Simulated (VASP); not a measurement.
# CaO (Lime): single point with PBEsol

The system is CaO (Lime).

```
CELL_PARAMETERS angstrom
0.00000 2.40650 2.40650
2.40650 0.00000 2.40650
2.40650 2.40650 0.00000
ATOMIC_POSITIONS crystal
Ca 0.00000 0.00000 0.00000
O 0.50000 0.50000 0.50000
```

```yaml
Program: VASP 6.6.1
Task: single point
Functional: PBEsol
Potentials_or_basis: VASP PAW PBE potentials, release 64 (Ca_sv, O)
Cutoff: 520 eV
k_mesh: 8 × 8 × 8
Occupations: gaussian, width 0.05 eV
Spin: no spin polarisation
Dipole_correction: no
Further_INCAR_settings: ALGO = Normal; EDIFF = 1e-07; NBANDS = 15
```

- Pressure: -2.5 GPa
- Band gap on the k mesh: 3.54 eV, indirect (least direct gap 3.92 eV)

Levels at points of the mesh, in eV from the valence-band top:
```
           k point  band 4  band 5  band 6  band 7  band 8  band 9  band 10  band 11  band 12  band 13
(0.00, 0.00, 0.00)  -18.25  -15.44    0.00    0.00    0.00    4.53     6.18     6.18     6.18     7.71
(0.50, 0.00, 0.00)  -18.30  -14.21   -2.68   -1.21   -1.21    7.00     8.30     8.35     8.35    10.44
(0.50, 0.50, 0.00)  -18.48  -15.19   -1.32   -0.38   -0.38    3.54     8.01     8.90     9.57     9.57
```

Run time: 13 s on 1 thread of AMD EPYC 7R13 Processor (Zen 3), on a shared host, peak memory 0.13 GiB.

Caveat: the PAW data sets were made with another functional, which shifts forces and pressure a little. A k mesh can miss the band edges.
